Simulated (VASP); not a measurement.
# BP (P6_3/mmc) in VASP: settings compared, part 2 of 2

VASP 6.6.1. Earlier steps stand in the parts before.

## (3) Relaxation of cell and atoms, PBEsol

This run uses another cell than the first one, of 22.07 Å³/atom, 2.307 times its volume.

INCAR reads:

```
SYSTEM = BP
  ALGO = Normal
  EDIFF = 1E-6
  EDIFFG = -0.005
  ENCUT = 600
  GGA = PS
  IBRION = 2
  ISIF = 3
  ISMEAR = -1
  LASPH = .True.
  LCHARG = .False.
  LREAL = .False.
  LWAVE = .False.
  NELM = 80
  NSW = 80
  PREC = Accurate
  SIGMA = 0.02
```

KPOINTS reads:

```
k-points
0
Gamma
  12 12 2
  0 0 0
```

POSCAR reads:

```
BP
1.0
    3.2141969282      0.0000000000      0.0000000000
   -1.6070984641      2.7835761926      0.0000000000
    0.0000000000      0.0000000000      9.8653644711
B P
2 2
Direct
    0.3333333333      0.6666666667      0.2500000000
    0.6666666667      0.3333333333      0.7500000000
    0.6666666667      0.3333333333      0.2500000000
    0.3333333333      0.6666666667      0.7500000000
```

Potentials or basis: VASP PAW PBE potentials, release 64 (B, P).

Run with:

```console
$ cat potpaw_PBE.64/B/POTCAR potpaw_PBE.64/P/POTCAR > POTCAR
$ mpirun -np 1 vasp_std > vasp.out
```

OUTCAR:

```text
SYSTEM = BP
   EDIFF = 1E-6
   EDIFFG = -0.005
   ENCUT = 600
   GGA = PS
   IBRION = 2
   ISIF = 3
   ISMEAR = -1
   LASPH = .True.
   LREAL = .False.
   NELM = 80
   NSW = 80
   PREC = Accurate

 ion  position               nearest neighbor table
   1  0.333  0.667  0.250-   3 1.86   3 1.86   3 1.86
   2  0.667  0.333  0.750-   4 1.86   4 1.86   4 1.86
   3  0.667  0.333  0.250-   1 1.86   1 1.86   1 1.86
   4  0.333  0.667  0.750-   2 1.86   2 1.86   2 1.86

  LATTYP: Found a hexagonal cell.
 ALAT       =     3.2141969282
 C/A-ratio  =     3.0693092836

  Lattice vectors:

 A1 = (   3.2141969282,   0.0000000000,   0.0000000000)
 A2 = (  -1.6070984641,   2.7835761926,   0.0000000000)
 A3 = (   0.0000000000,   0.0000000000,   9.8653644711)

Analysis of symmetry for initial positions (statically):
=====================================================================
 Subroutine PRICEL returns:
 Original cell was already a primitive cell.

 Routine SETGRP: Setting up the symmetry group for a
 hexagonal supercell.

 Subroutine GETGRP returns: Found 24 space group operations
 (whereof 12 operations were pure point group operations)
 out of a pool of 24 trial point group operations.

The static configuration has the point symmetry D_3d.
 The point group associated with its full space group is D_6h.

Analysis of symmetry for dynamics (positions and initial velocities):
=====================================================================
 Subroutine PRICEL returns:
 Original cell was already a primitive cell.

 Routine SETGRP: Setting up the symmetry group for a
 hexagonal supercell.

 Subroutine GETGRP returns: Found 24 space group operations
 (whereof 12 operations were pure point group operations)
 out of a pool of 24 trial point group operations.

The dynamic configuration has the point symmetry D_3d.
 The point group associated with its full space group is D_6h.

 Subroutine INISYM returns: Found 24 space group operations
 (whereof 12 operations are pure point group operations),
 and found     1 'primitive' translations

----------------------------------------------------------------------------------------

                                     Primitive cell

  volume of cell :      88.2650

  direct lattice vectors                    reciprocal lattice vectors
     3.214196928  0.000000000  0.000000000     0.311119705  0.179625045  0.000000000
    -1.607098464  2.783576193  0.000000000     0.000000000  0.359250091  0.000000000
     0.000000000  0.000000000  9.865364471     0.000000000  0.000000000  0.101364729

  length of vectors
     3.214196928  3.214196928  9.865364471     0.359250091  0.359250091  0.101364729

  position of ions in fractional coordinates (direct lattice)
     0.333333333  0.666666667  0.250000000
     0.666666667  0.333333333  0.750000000
     0.666666667  0.333333333  0.250000000
     0.333333333  0.666666667  0.750000000

  ion indices of the primitive-cell ions
   primitive index   ion index
                 1           1
                 2           2
                 3           3
                 4           4

[... 71 lines left out ...]
   EDIFF  = 0.1E-05   stopping-criterion for ELM
   LREAL  =      F    real-space projection
   EDIFFG = -.5E-02   stopping-criterion for IOM
   NSW    =     80    number of steps for IOM
   IBRION =      2    ionic relax: 0-MD 1-quasi-New 2-CG
   NFREE  =      1    steps in history (QN), initial steepest desc. (CG)
   ISIF   =      3    stress and relaxation
   ISYM   =      2    0-nonsym 1-usesym 2-fastsym
   POTIM  = 0.5000    time-step for ionic-motion
   TEBEG  =    0.0;   TEEND  =   0.0 temperature during run
   PSTRESS=    0.0 pullay stress
   NELECT =      16.0000    total number of electrons
   NUPDOWN=      -1.0000    fix difference up-down
   EMIN   =  10.00;   EMAX   =-10.00  energy-range for DOS
   EFERMI =   0.00;   METHOD = LEGACY
   ISMEAR =    -1;   SIGMA  =   0.02  broadening in eV -4-tet -1-fermi 0-gaus
   EFERMI_NEDOS =   21; number of points for ismear=-14 and -15
   IALGO  =     38    algorithm
   IMIX   =      4    mixing-type and parameters
     AMIX     =   0.40;   BMIX     =  1.00
     AMIX_MAG =   1.60;   BMIX_MAG =  1.00
  volume/ion in A,a.u.               =      22.07       148.91
  Fermi-wavevector in a.u.,A,eV,Ry     =   0.926514  1.750857 11.679621  0.858428
  Thomas-Fermi vector in A             =   2.052484
   LORBIT       =      0    0 simple, 1 ext, 2 COOP (PROOUT), +10 PAW based schemes
   GGA     = PS    functional components
   LHFCALC =     F    Hartree Fock is set to
   AEXX    =    0.0000 exact exchange contribution
   IVDW    =     0    specifies the selected vdW correction
   LEPSILON=     F    determine dielectric tensor
   LRPA    =     F    only Hartree local field effects (RPA)
 conjugate gradient relaxation of ions
 non-spin polarized calculation
  energy-cutoff  :      600.00
  volume of cell :       88.27
 maximum number of plane-waves:      2969
 NGX is ok and might be reduce to    28
   NGX = 13   NGY = 13   NGZ = 39

--------------------------------------- Ionic step        1  -------------------------------------------

 number of electron      16.0000000 magnetization

 Free energy of the ion-electron system (eV)
  ---------------------------------------------------
  ext. energy  EPLUGINS =         0.00000000
  ---------------------------------------------------
  free energy    TOTEN  =       -25.43158881 eV

  energy without entropy =      -25.43158881  energy(sigma->0) =      -25.43158881

------------------------ aborting loop because EDIFF is reached ----------------------------------------

  FORCE on cell =-STRESS in cart. coord.  units (eV):
  Direction    XX          YY          ZZ          XY          YZ          ZX
  --------------------------------------------------------------------------------------
  -------------------------------------------------------------------------------------
  Total       -0.8524496     -0.8524496     -0.0882790      0.0000000      0.0000000     -0.0000000
  in kB      -15.4735715    -15.4735715     -1.6024309      0.0000000      0.0000000     -0.0000000
  external PRESSURE =     -10.8498580 kB  Pullay stress =       0.0000000 kB
[... 95 lines left out ...]
  FREE ENERGIE OF THE ION-ELECTRON SYSTEM (eV)
  ---------------------------------------------------
  free  energy   TOTEN  =       -25.4351742840 eV

  energy  without entropy=      -25.4351742840  energy(sigma->0) =      -25.43517428

[... ionic steps 4 to 12 ...]

--------------------------------------- Ionic step       13  -------------------------------------------

 number of electron      16.0000000 magnetization

------------------------ aborting loop because EDIFF is reached ----------------------------------------
[... 71 lines left out ...]
--------------------------------------- Ionic step       15  -------------------------------------------

 number of electron      16.0000000 magnetization

 Free energy of the ion-electron system (eV)
  ---------------------------------------------------
  ext. energy  EPLUGINS =         0.00000000
  ---------------------------------------------------
  free energy    TOTEN  =       -25.44651401 eV

  energy without entropy =      -25.44651401  energy(sigma->0) =      -25.44651401

 E-fermi :   2.8341     XC(G=0):  -8.4872

 val. band max:        2.4094795256   @ k =   0.3333   0.3333   0.5000
 cond. band min:       3.2560423582   @ k =   0.3333   0.3333   0.5000
 fundamental gap:      0.8465628326
 Fermi energy:         2.8340943598

 k-point     1 :       0.0000    0.0000    0.0000
  band No.  band energies     occupation
      1     -11.3581      2.00000
      2     -11.2328      2.00000
      3      -2.3668      2.00000
      4      -1.1575      2.00000
      5       0.8014      2.00000
      6       0.8014      2.00000
      7       0.8302      2.00000
      8       0.8302      2.00000
      9       5.6521      0.00000
     10       7.0657      0.00000
     11       7.0657      0.00000
     12       7.1329      0.00000
[... 331 lines left out ...]
 k-point    24 :       0.3333    0.0000    0.5000
  band No.  band energies     occupation
      1      -9.6681      2.00000
      2      -9.6681      2.00000
      3      -4.0232      2.00000
      4      -4.0232      2.00000
      5      -0.8331      2.00000
      6      -0.8331      2.00000
      7      -0.0433      2.00000
      8      -0.0433      2.00000
      9       5.5912      0.00000
     10       5.5912      0.00000
     11       5.9285      0.00000
     12       5.9285      0.00000

 [... further k-points ...]
[... 5 lines left out ...]
  --------------------------------------------------------------------------------------
  -------------------------------------------------------------------------------------
  Total        0.0077982      0.0077982      0.0075254     -0.0000000      0.0000000     -0.0000000
  in kB        0.1657423      0.1657423      0.1599442     -0.0000000      0.0000000     -0.0000000
  external PRESSURE =       0.1638096 kB  Pullay stress =       0.0000000 kB
[... 19 lines left out ...]
  FREE ENERGIE OF THE ION-ELECTRON SYSTEM (eV)
  ---------------------------------------------------
  free  energy   TOTEN  =       -25.4465140065 eV

  energy  without entropy=      -25.4465140065  energy(sigma->0) =      -25.44651401

 reached required accuracy - stopping structural energy minimisation
```

OSZICAR:

```text
N       E                     dE             d eps       ncg     rms          rms(c)
DAV:   1     0.722473810190E+02    0.72247E+02   -0.68906E+03   912   0.121E+03
DAV:   2    -0.213270666265E+02   -0.93574E+02   -0.87303E+02  1368   0.190E+02
DAV:   3    -0.269651457788E+02   -0.56381E+01   -0.55582E+01  1160   0.521E+01
[... 149 lines left out ...]
DAV:   4    -0.254465418683E+02    0.43518E-03   -0.12984E-03  1112   0.253E-01    0.364E-02
DAV:   5    -0.254464908759E+02    0.50992E-04   -0.27504E-04  1072   0.102E-01    0.210E-02
DAV:   6    -0.254465111317E+02   -0.20256E-04   -0.34866E-05   996   0.391E-02    0.809E-03
DAV:   7    -0.254465130550E+02   -0.19233E-05   -0.21440E-06   936   0.101E-02    0.713E-03
DAV:   8    -0.254465140065E+02   -0.95156E-06   -0.15938E-06   908   0.831E-03
  15 F= -.25446514E+02 E0= -.25446514E+02  d E =-.277161E-04
```

CONTCAR:

```text
BP
   1.00000000000000
     3.2009506329481239    0.0000000000000000   -0.0000000000000000
    -1.6004753164740619    2.7721045644056761   -0.0000000000000000
     0.0000000000000000   -0.0000000000000000    8.4953942405308585
  B               P
     2     2
Direct
     0.3333333332999970    0.6666666667000030    0.2500000000000000
     0.6666666667000030    0.3333333332999970    0.7500000000000000
     0.6666666667000030    0.3333333332999970    0.2500000000000000
     0.3333333332999970    0.6666666667000030    0.7500000000000000

  0.00000000E+00  0.00000000E+00  0.00000000E+00
  0.00000000E+00  0.00000000E+00  0.00000000E+00
  0.00000000E+00  0.00000000E+00  0.00000000E+00
  0.00000000E+00  0.00000000E+00  0.00000000E+00
```

It took 3.1 min on 1 thread of Intel Xeon 6975P-C (Granite Rapids), shared host; peak memory 0.26 GiB.

Results:

```
Free energy                            : -25.4465 eV
Relaxed volume                         : 18.85 Å³/atom
Relaxed cell                           : a = 3.201 Å, b = 3.201 Å, c = 8.495 Å, α = 90.00°, β = 90.00°, γ = 120.00°
Space group after relaxing (to 0.05 Å) : P6_3/mmc (No. 194)
Energy gained by relaxing              : 3.7 meV/atom
Ionic steps                            : 15
Pressure after relaxing                : 0.0 GPa
Band gap on the k mesh                 : 0.85 eV, direct
```

The path:
```
step  energy change (eV)  largest force (eV/Å)  pressure (GPa)  volume (Å³)
   1              0.0000                0.0000           -1.08        88.27
   2              0.0045                0.0000            1.58        86.37
   3             -0.0036                0.0000           -0.06        87.50
   4             -0.0036                0.0000           -0.04        87.49
   5             -0.0037                0.0000           -0.03        87.40
   6             -0.0039                0.0000           -0.03        87.15
   7             -0.0044                0.0000           -0.03        86.65
   8             -0.0055                0.0000           -0.02        85.64
   9             -0.0078                0.0000           -0.01        83.63
  10             -0.0123                0.0000            0.03        79.61
  11             -0.0105                0.0000            0.30        71.58
  12             -0.0144                0.0000            0.08        77.07
  13             -0.0149                0.0000            0.12        75.37
  14             -0.0036                0.0000           -2.10        75.69
  15             -0.0149                0.0000            0.02        75.38
```

Final structure:
```
CELL_PARAMETERS angstrom
3.20095 0.00000 0.00000
-1.60048 2.77210 0.00000
0.00000 0.00000 8.49539
ATOMIC_POSITIONS crystal
B 0.33333 0.66667 0.25000
B 0.66667 0.33333 0.75000
P 0.66667 0.33333 0.25000
P 0.33333 0.66667 0.75000
```

Levels at points of the mesh, in eV from the valence-band top:
```tsv
k point	band 5	band 6	band 7	band 8	band 9	band 10	band 11	band 12
(0.00, 0.00, 0.00)	-1.61	-1.61	-1.58	-1.58	3.24	4.66	4.66	4.72
(0.50, 0.00, 0.00)	-3.64	-3.59	-1.51	-0.60	0.93	2.03	2.77	2.94
(0.00, 0.00, 0.50)	-1.59	-1.59	-1.59	-1.59	4.69	4.69	4.93	4.93
(0.50, 0.00, 0.50)	-3.61	-3.61	-1.08	-1.08	1.40	1.40	2.86	2.86
```

Caveat: the PAW data sets were made with another functional, which shifts forces and pressure a little; this functional lacks dispersion, which binds the layers, so the pressure and a relaxed spacing across them are unreliable. A k mesh can miss the band edges.

## (4) Relaxation of cell and atoms, LDA

This run uses another cell than the first one, of 22.07 Å³/atom, 2.307 times its volume.

INCAR reads:

```
PREC = Accurate
ENCUT = 600
EDIFF = 1E-6
ISMEAR = -1
SIGMA = 0.02
LREAL = F
LASPH = T
NELM = 60
ALGO = Normal
ISIF = 3
LWAVE = F
LCHARG = F
IBRION = 2
NSW = 80
EDIFFG = -0.005
```

KPOINTS reads:

```
Automatic mesh
0
Gamma
  12 12 2
```

POSCAR is that of step 3.

Potentials or basis: VASP PAW LDA potentials, release 64 (B, P).

Run with:

```console
$ cat potpaw_LDA.64/B/POTCAR potpaw_LDA.64/P/POTCAR > POTCAR
$ mpirun -np 1 vasp_std > vasp.out
```

It took 2.6 min on 1 thread of Intel Xeon 6975P-C (Granite Rapids), shared host; peak memory 0.22 GiB.

The run converged. Its results:

* Free energy: -26.8075 eV
* Relaxed volume: 17.22 Å³/atom
* Relaxed cell: a = 3.179 Å, b = 3.179 Å, c = 7.869 Å, α = 90.00°, β = 90.00°, γ = 120.00°
* Space group after relaxing (to 0.05 Å): P6_3/mmc (No. 194)
* Energy gained by relaxing: 22.1 meV/atom
* Ionic steps: 14
* Pressure after relaxing: 0.0 GPa
* Band gap on the k mesh: 0.58 eV, indirect (least direct gap 0.76 eV)

The path:
```csv
step,energy change (eV),largest force (eV/Å),pressure (GPa),volume (Å³)
1,0.0000,0.0000,-2.98,88.27
2,0.0369,0.0000,4.69,83.11
3,-0.0265,0.0000,-0.20,86.20
4,-0.0265,0.0000,-0.15,86.16
5,-0.0274,0.0000,-0.14,85.89
6,-0.0304,0.0000,-0.16,85.06
7,-0.0368,0.0000,-0.17,83.40
8,-0.0509,0.0000,-0.18,80.08
9,-0.0793,0.0000,-0.11,73.44
10,-0.0574,0.0000,0.93,60.16
11,-0.0883,0.0000,0.17,68.29
12,-0.0884,0.0000,0.12,68.83
13,-0.0639,0.0000,-3.42,70.13
14,-0.0885,0.0000,0.00,68.88
```

Final structure:
```xyz
4
Lattice="3.1792 0.0000 0.0000 -1.5896 2.7533 0.0000 0.0000 0.0000 7.8687" Properties=species:S:1:pos:R:3 pbc="T T T"
B     0.0000    1.8355    1.9672
B     1.5896    0.9178    5.9015
P     1.5896    0.9178    1.9672
P     0.0000    1.8355    5.9015
```

Levels at points of the mesh, in eV from the valence-band top:
| k point | band 4 | band 5 | band 6 | band 7 | band 8 | band 9 | band 10 | band 11 | band 12 |
| --- | --- | --- | --- | --- | --- | --- | --- | --- | --- |
| (0.00, 0.00, 0.00) | -3.36 | -1.71 | -1.71 | -1.65 | -1.65 | 3.20 | 4.61 | 4.61 | 4.74 |
| (0.50, 0.00, 0.00) | -8.35 | -3.75 | -3.67 | -1.85 | -0.43 | 0.58 | 2.25 | 2.71 | 3.03 |
| (0.00, 0.00, 0.50) | -4.42 | -1.68 | -1.68 | -1.68 | -1.68 | 4.68 | 4.68 | 4.68 | 5.29 |
| (0.50, 0.00, 0.50) | -8.41 | -3.71 | -3.71 | -1.19 | -1.19 | 1.26 | 1.26 | 2.87 | 2.87 |

Caveat: the volume moved by over 15 % at a fixed basis, so the end points are rough. A k mesh can miss the band edges.

## (5) Overview

| level | potentials or basis | cell | k mesh | gap on the mesh (eV) | pressure (GPa) | relaxed volume (Å³/atom) |
| --- | --- | --- | --- | --- | --- | --- |
| PBE | VASP PAW PBE potentials, release 64 (B, P) | relaxed from a = 3.282, b = 3.282, c = 4.102 Å, angles 90.0, 90.0, 120.0°, 4 atoms | 12 × 12 × 6 | 0.60 | 0.0 | 16.56 |
| PBEsol | VASP PAW PBE potentials, release 64 (B, P) | relaxed from a = 3.214, b = 3.214, c = 9.865 Å, angles 90.0, 90.0, 120.0°, 4 atoms | 12 × 12 × 2 | 0.85 | 0.0 | 18.85 |
| LDA | VASP PAW LDA potentials, release 64 (B, P) | relaxed from a = 3.214, b = 3.214, c = 9.865 Å, angles 90.0, 90.0, 120.0°, 4 atoms | 12 × 12 × 2 | 0.58 | 0.0 | 17.22 |

Alike in all rows: task relaxation of cell and atoms; no spin polarisation; cutoff (eV) 600; smearing fermi-dirac 0.02 eV.

Caveats: the volume moved by over 15 % at a fixed basis, so the end points are rough (some runs); this functional lacks dispersion, which binds the layers, so the pressure and a relaxed spacing across them are unreliable (some runs); the PAW data sets were made with another functional, which shifts forces and pressure a little (some runs).

Total energies depend on the potentials used, so only differences within one code and one set of settings carry meaning.
